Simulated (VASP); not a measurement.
**Li: relaxation of cell and atoms with RPBE+D4**

Crystal: Li.

```xyz
1
Lattice="-1.7547 1.7547 1.7547 1.7547 -1.7547 1.7547 1.7547 1.7547 -1.7547" Properties=species:S:1:pos:R:3 pbc="T T T"
Li    0.0000    0.0000    0.0000
```

| Property | Result |
| --- | --- |
| Program | VASP 6.6.1 |
| Task | relaxation of cell and atoms |
| Functional | RPBE |
| Dispersion | D4 |
| Potentials or basis | VASP PAW PBE potentials, release 64 (Li_sv) |
| Cutoff | 600 eV |
| k mesh | 11 × 11 × 11 |
| Occupations | fermi-dirac, width 0.05 eV |
| Spin | no spin polarisation |
| Dipole correction | no |
| Further INCAR settings | ALGO = Normal; EDIFF = 1e-06; IBRION = 2; EDIFFG = -0.01; NSW = 60; ISIF = 3 |

```
Relaxed volume                         : 20.36 Å³/atom
Relaxed cell                           : a = 2.980 Å, b = 2.980 Å, c = 2.980 Å, α = 109.47°, β = 109.47°, γ = 109.47°
Space group after relaxing (to 0.05 Å) : Im-3m (No. 229)
Energy gained by relaxing              : 3.2 meV/atom
Ionic steps                            : 3
Pressure after relaxing                : 0.0 GPa
Dispersion energy per atom             : -0.040 eV
```

Step by step:
```csv
step,energy change (eV),largest force (eV/Å),pressure (GPa),volume (Å³)
1,0.0000,0.0000,-0.75,21.61
2,-0.0013,0.0000,-0.59,21.29
3,-0.0032,0.0000,-0.04,20.36
```

Final structure:
```xyz
1
Lattice="-1.7203 1.7203 1.7203 1.7203 -1.7203 1.7203 1.7203 1.7203 -1.7203" Properties=species:S:1:pos:R:3 pbc="T T T"
Li    0.0000    0.0000    0.0000
```

Levels at points of the mesh, in eV from the Fermi level:
```tsv
k point	band 1	band 2	band 3	band 4	band 5
(0.00, 0.00, 0.00)	-46.75	-3.58	14.79	14.79	14.79
```

It took 7.5 s on 1 thread of Intel(R) Xeon(R) Platinum 8488C (Sapphire Rapids), on a shared host, peak memory 0.13 GiB.

The cell as given is a measured one (21.61 Å³/atom); RPBE+D4 puts the equilibrium volume -5.8 % from it, thermal expansion not counted.

Caveat: the cutoff is under 1.25 times the usual one of these potentials, so pressure, stress and relaxed cells hold a basis-set (Pulay) error; the PAW data sets were made with another functional, which shifts forces and pressure a little; pairwise dispersion overbinds metals, which lowers pressure and volume.
